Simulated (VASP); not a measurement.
# Y2MgC2 (P-3m1) in VASP: notebook, part 2 of 2

VASP 6.6.1. The steps go on from the part before.

## 3. Relaxation of cell and atoms, PBE

The input, INCAR:

```
PREC = Accurate ; ENCUT = 600
EDIFF = 1E-6 ; ISMEAR = 0
SIGMA = 0.1 ; LREAL = F
LASPH = T ; NELM = 100
ALGO = Normal ; ISIF = 3
LWAVE = F ; LCHARG = F
GGA = PE ; IBRION = 2
NSW = 100 ; EDIFFG = -0.01
```

The input, KPOINTS:

```
Automatic mesh
0
Gamma
  12 12 8
```

The input, POSCAR:

```
Y2MgC2
1.0
    4.2212118461      0.0000000000      0.0000000000
   -2.1106059231      3.6556766935      0.0000000000
    0.0000000000      0.0000000000      5.3377998386
Y Mg C
2 1 2
Direct
    0.3333333333      0.6666666667      0.2796566780
    0.6666666667      0.3333333333      0.7203433220
    0.0000000000      0.0000000000      0.0000000000
    0.3333333333      0.6666666667      0.7786298582
    0.6666666667      0.3333333333      0.2213701418
```

Potentials or basis: VASP PAW PBE potentials, release 64 (Y_sv, Mg, C).

Launch:

```
$ cat potpaw_PBE.64/Y_sv/POTCAR potpaw_PBE.64/Mg/POTCAR potpaw_PBE.64/C/POTCAR > POTCAR
$ mpirun -np 1 vasp_std > vasp.out
```

OUTCAR:

```text
PREC = Accurate
   ENCUT = 600
   EDIFF = 1E-6
   ISMEAR = 0
   LREAL = F
   LASPH = T
   NELM = 100
   ISIF = 3
   GGA = PE
   IBRION = 2
   NSW = 100
   EDIFFG = -0.01

 ion  position               nearest neighbor table
   1  0.333  0.667  0.280-   5 2.46   5 2.46   5 2.46   4 2.66   4 2.67   3 2.86   3 2.86   3 2.86
                             2 3.39   2 3.39   2 3.39   2 3.85   2 3.85   2 3.85
   2  0.667  0.333  0.720-   4 2.46   4 2.46   4 2.46   5 2.66   5 2.67   3 2.86   3 2.86   3 2.86
                             1 3.39   1 3.39   1 3.39   1 3.85   1 3.85   1 3.85
   3  0.000  0.000  0.000-   4 2.71   5 2.71   5 2.71   4 2.71   5 2.71   4 2.71   1 2.86   2 2.86
                             1 2.86   2 2.86   2 2.86   1 2.86
   4  0.333  0.667  0.779-   2 2.46   2 2.46   2 2.46   1 2.66   1 2.67   3 2.71   3 2.71   3 2.71

   5  0.667  0.333  0.221-   1 2.46   1 2.46   1 2.46   2 2.66   2 2.67   3 2.71   3 2.71   3 2.71

  LATTYP: Found a hexagonal cell.
 ALAT       =     4.2212118461
 C/A-ratio  =     1.2645183500

  Lattice vectors:

 A1 = (   4.2212118461,   0.0000000000,   0.0000000000)
 A2 = (  -2.1106059231,   3.6556766935,   0.0000000000)
 A3 = (   0.0000000000,   0.0000000000,   5.3377998386)

Analysis of symmetry for initial positions (statically):
=====================================================================
 Subroutine PRICEL returns:
 Original cell was already a primitive cell.

 Routine SETGRP: Setting up the symmetry group for a
 hexagonal supercell.

 Subroutine GETGRP returns: Found 12 space group operations
 (whereof 12 operations were pure point group operations)
 out of a pool of 24 trial point group operations.

The static configuration has the point symmetry D_3d.

Analysis of symmetry for dynamics (positions and initial velocities):
=====================================================================
 Subroutine PRICEL returns:
 Original cell was already a primitive cell.

 Routine SETGRP: Setting up the symmetry group for a
 hexagonal supercell.

 Subroutine GETGRP returns: Found 12 space group operations
 (whereof 12 operations were pure point group operations)
 out of a pool of 24 trial point group operations.

The dynamic configuration has the point symmetry D_3d.

 Subroutine INISYM returns: Found 12 space group operations
 (whereof 12 operations are pure point group operations),
 and found     1 'primitive' translations

----------------------------------------------------------------------------------------

                                     Primitive cell

  volume of cell :      82.3696

  direct lattice vectors                    reciprocal lattice vectors
     4.221211846  0.000000000  0.000000000     0.236898795  0.136773583  0.000000000
    -2.110605923  3.655676693  0.000000000     0.000000000  0.273547166  0.000000000
     0.000000000  0.000000000  5.337799839     0.000000000  0.000000000  0.187343106

  length of vectors
     4.221211846  4.221211846  5.337799839     0.273547166  0.273547166  0.187343106

[... 47 lines left out ...]
  0.333333  0.000000  0.000000      6.000000
  0.416667  0.000000  0.000000      6.000000
[... 16 lines left out ...]
  0.166667  0.000000  0.125000      6.000000
  0.000000  0.166667  0.125000      6.000000
 [... further k-points ...]
   k-points           NKPTS =    131   k-points in BZ     NKDIM =    131   number of bands    NBANDS=     20
   number of dos      NEDOS =    301   number of ions     NIONS =      5
   total plane-waves  NPLWV =  62208
   dimension x,y,z NGX =    36 NGY =   36 NGZ =   48
   dimension x,y,z NGXF=    72 NGYF=   72 NGZF=   96
   ions per type =               2   1   2
   NGX,Y,Z   is equivalent  to a cutoff of  14.18, 14.18, 14.95 a.u.
   NGXF,Y,Z  is equivalent  to a cutoff of  28.36, 28.36, 29.90 a.u.
 SYSTEM =  unknown system
   PREC   = accura    normal or accurate (medium, high low for compatibility)
   ISTART =      0    job   : 0-new  1-cont  2-samecut
   ICHARG =      2    charge: 1-file 2-atom 10-const
   ISPIN  =      1    spin polarized calculation?
   LNONCOLLINEAR =      F non collinear calculations
   LSORBIT =      F    spin-orbit coupling
   LASPH  =      T    aspherical Exc in radial PAW
   ENCUT  =  600.0 eV  44.10 Ry    6.64 a.u.   8.43  8.43 10.66*2*pi/ulx,y,z
   NELM   =    100;   NELMIN=  2; NELMDL= -5     # of ELM steps
   EDIFF  = 0.1E-05   stopping-criterion for ELM
   LREAL  =      F    real-space projection
   EDIFFG = -.1E-01   stopping-criterion for IOM
   NSW    =    100    number of steps for IOM
   IBRION =      2    ionic relax: 0-MD 1-quasi-New 2-CG
   NFREE  =      1    steps in history (QN), initial steepest desc. (CG)
   ISIF   =      3    stress and relaxation
   ISYM   =      2    0-nonsym 1-usesym 2-fastsym
   POTIM  = 0.5000    time-step for ionic-motion
   TEBEG  =    0.0;   TEEND  =   0.0 temperature during run
   PSTRESS=    0.0 pullay stress
   NELECT =      32.0000    total number of electrons
   NUPDOWN=      -1.0000    fix difference up-down
   EMIN   =  10.00;   EMAX   =-10.00  energy-range for DOS
   EFERMI =   0.00;   METHOD = LEGACY
   ISMEAR =     0;   SIGMA  =   0.10  broadening in eV -4-tet -1-fermi 0-gaus
   EFERMI_NEDOS =   21; number of points for ismear=-14 and -15
   IALGO  =     38    algorithm
   IMIX   =      4    mixing-type and parameters
     AMIX     =   0.40;   BMIX     =  1.00
     AMIX_MAG =   1.60;   BMIX_MAG =  1.00
  volume/ion in A,a.u.               =      16.47       111.17
  Fermi-wavevector in a.u.,A,eV,Ry     =   1.194545  2.257362 19.414658  1.426937
  Thomas-Fermi vector in A             =   2.330532
   LORBIT       =      0    0 simple, 1 ext, 2 COOP (PROOUT), +10 PAW based schemes
   GGA     = PE    functional components
   LHFCALC =     F    Hartree Fock is set to
   AEXX    =    0.0000 exact exchange contribution
   IVDW    =     0    specifies the selected vdW correction
   LEPSILON=     F    determine dielectric tensor
   LRPA    =     F    only Hartree local field effects (RPA)
 conjugate gradient relaxation of ions
 non-spin polarized calculation
 Gauss-broadening in eV      SIGMA  =   0.10
  energy-cutoff  :      600.00
  volume of cell :       82.37
 maximum number of plane-waves:      2787
 NGX is ok and might be reduce to    36
   NGX = 17   NGY = 17   NGZ = 21

--------------------------------------- Ionic step        1  -------------------------------------------

 number of electron      32.0000001 magnetization

 Free energy of the ion-electron system (eV)
  ---------------------------------------------------
  ext. energy  EPLUGINS =         0.00000000
  ---------------------------------------------------
  free energy    TOTEN  =       -32.62098196 eV

  energy without entropy =      -32.61994216  energy(sigma->0) =      -32.62046206

------------------------ aborting loop because EDIFF is reached ----------------------------------------

  FORCE on cell =-STRESS in cart. coord.  units (eV):
  Direction    XX          YY          ZZ          XY          YZ          ZX
  --------------------------------------------------------------------------------------
  -------------------------------------------------------------------------------------
  Total        0.0787839      0.0787839     -0.1262183     -0.0000000      0.0000000      0.0000000
  in kB        1.5324312      1.5324312     -2.4550802     -0.0000000      0.0000000      0.0000000
  external PRESSURE =       0.2032607 kB  Pullay stress =       0.0000000 kB
[... 143 lines left out ...]
--------------------------------------- Ionic step        5  -------------------------------------------

 number of electron      32.0000001 magnetization

 Free energy of the ion-electron system (eV)
  ---------------------------------------------------
  ext. energy  EPLUGINS =         0.00000000
  ---------------------------------------------------
  free energy    TOTEN  =       -32.62124181 eV

  energy without entropy =      -32.62021823  energy(sigma->0) =      -32.62073002

 E-fermi :   4.3205     XC(G=0): -10.4740

 val. band max:        4.2867467549   @ k =   0.0000   0.0000   0.1250
 cond. band min:       4.3464921173   @ k =   0.0833   0.0833   0.0000
 fundamental gap:      0.0597453624
 Fermi energy:         4.3204651715

 k-point     1 :       0.0000    0.0000    0.0000
  band No.  band energies     occupation
      1     -37.4707      2.00000
      2     -37.3842      2.00000
      3     -17.7694      2.00000
      4     -17.6096      2.00000
      5     -17.6096      2.00000
      6     -17.4293      2.00000
[... 541 lines left out ...]
     19       6.3255      0.00000
     20       8.1433      0.00000

 [... further k-points ...]

------------------------ aborting loop because EDIFF is reached ----------------------------------------

  FORCE on cell =-STRESS in cart. coord.  units (eV):
  Direction    XX          YY          ZZ          XY          YZ          ZX
  --------------------------------------------------------------------------------------
  -------------------------------------------------------------------------------------
  Total       -0.0197246     -0.0197246      0.0103561      0.0000000     -0.0000000      0.0000000
  in kB       -0.3837194     -0.3837194      0.2014655      0.0000000     -0.0000000      0.0000000
  external PRESSURE =      -0.1886577 kB  Pullay stress =       0.0000000 kB
[... 20 lines left out ...]
  FREE ENERGIE OF THE ION-ELECTRON SYSTEM (eV)
  ---------------------------------------------------
  free  energy   TOTEN  =       -32.6212418123 eV

  energy  without entropy=      -32.6202182277  energy(sigma->0) =      -32.62073002

 reached required accuracy - stopping structural energy minimisation
```

OSZICAR:

```text
N       E                     dE             d eps       ncg     rms          rms(c)
DAV:   1     0.163063992430E+03    0.16306E+03   -0.17430E+04  5320   0.169E+03
DAV:   2    -0.233962922694E+02   -0.18646E+03   -0.17829E+03  6672   0.346E+02
DAV:   3    -0.384867009905E+02   -0.15090E+02   -0.14814E+02  8852   0.696E+01
DAV:   4    -0.391909489093E+02   -0.70425E+00   -0.70308E+00  7000   0.145E+01
[... 37 lines left out ...]
DAV:   1    -0.326213265940E+02   -0.99951E-04   -0.32158E-03  6244   0.416E-01    0.100E-01
DAV:   2    -0.326212671134E+02    0.59481E-04   -0.25163E-04  6308   0.109E-01    0.419E-02
DAV:   3    -0.326212404443E+02    0.26669E-04   -0.13049E-04  8416   0.645E-02    0.275E-02
DAV:   4    -0.326212414409E+02   -0.99669E-06   -0.12088E-05  7840   0.200E-02    0.281E-02
DAV:   5    -0.326212418123E+02   -0.37138E-06   -0.10717E-06  3900   0.517E-03
   5 F= -.32621242E+02 E0= -.32620730E+02  d E =-.204685E-04
```

CONTCAR:

```text
Y2MgC2
   1.00000000000000
     4.2270159544775492   -0.0000000000000793    0.0000000000000000
    -2.1135079772889118    3.6607031988014036    0.0000000000000000
     0.0000000000000000    0.0000000000000000    5.3223860083332886
  Y               Mg              C
     2     1     2
Direct
     0.3333333332999970    0.6666666667000030    0.2796711731504213
     0.6666666667000030    0.3333333332999970    0.7203288268495787
     0.0000000000000000    0.0000000000000000    0.0000000000000000
     0.3333333332999970    0.6666666667000030    0.7786327763317149
     0.6666666667000030    0.3333333332999970    0.2213672236682852

  0.00000000E+00  0.00000000E+00  0.00000000E+00
  0.00000000E+00  0.00000000E+00  0.00000000E+00
  0.00000000E+00  0.00000000E+00  0.00000000E+00
  0.00000000E+00  0.00000000E+00  0.00000000E+00
  0.00000000E+00  0.00000000E+00  0.00000000E+00
```

Run time: 8.1 min. Hardware: 1 thread of Intel Xeon Platinum 8488C (Sapphire Rapids), shared host; peak memory 0.49 GiB.

What came out:

| Quantity | Value |
| --- | --- |
| Free energy | -32.6212 eV |
| Relaxed volume | 16.47 Å³/atom |
| Relaxed cell | a = 4.227 Å, b = 4.227 Å, c = 5.322 Å, α = 90.00°, β = 90.00°, γ = 120.00° |
| Space group after relaxing (to 0.05 Å) | P-3m1 (No. 164) |
| Energy gained by relaxing | 0.1 meV/atom |
| Ionic steps | 5 |
| Pressure after relaxing | 0.0 GPa |
| Largest force after relaxing | 0.009 eV/Å |
| Band gap on the k mesh | zero (band 16 reaches 4.76 eV, above the bottom of band 17 at 3.94 eV) |

Forces in eV/Å, atoms in the order of the input:
```
Y    0.000  0.000 -0.009
Y    0.000  0.000  0.009
Mg   0.000  0.000  0.000
C    0.000  0.000 -0.003
C    0.000  0.000  0.003
```

Step by step:
```tsv
step	energy change (eV)	largest force (eV/Å)	pressure (GPa)	volume (Å³)
1	0.0000	0.0047	0.02	82.37
2	-0.0002	0.0048	-0.04	82.39
3	-0.0002	0.0138	-0.09	82.42
4	-0.0002	0.0051	0.07	82.30
5	-0.0003	0.0093	-0.02	82.36
```

Final structure:
```
Y Mg C
1.0
     4.22702    0.00000    0.00000
    -2.11351    3.66070    0.00000
     0.00000    0.00000    5.32239
Y Mg C
2 1 2
Cartesian
  0.0000 2.4405 1.4885
  2.1135 1.2202 3.8339
  0.0000 0.0000 0.0000
  0.0000 2.4405 4.1442
  2.1135 1.2202 1.1782
```

Levels at points of the mesh, in eV from the Fermi level:
```csv
k point,band 14,band 15,band 16,band 17,band 18,band 19
"(0.00, 0.00, 0.00)",-2.11,-2.11,0.44,0.55,1.46,1.46
"(0.50, 0.00, 0.00)",-1.55,-1.36,-0.43,0.99,1.44,1.94
"(0.00, 0.00, 0.50)",-2.31,-2.31,-1.79,1.58,1.77,3.32
"(0.50, 0.00, 0.50)",-1.97,-1.58,-0.63,1.60,1.82,2.70
```
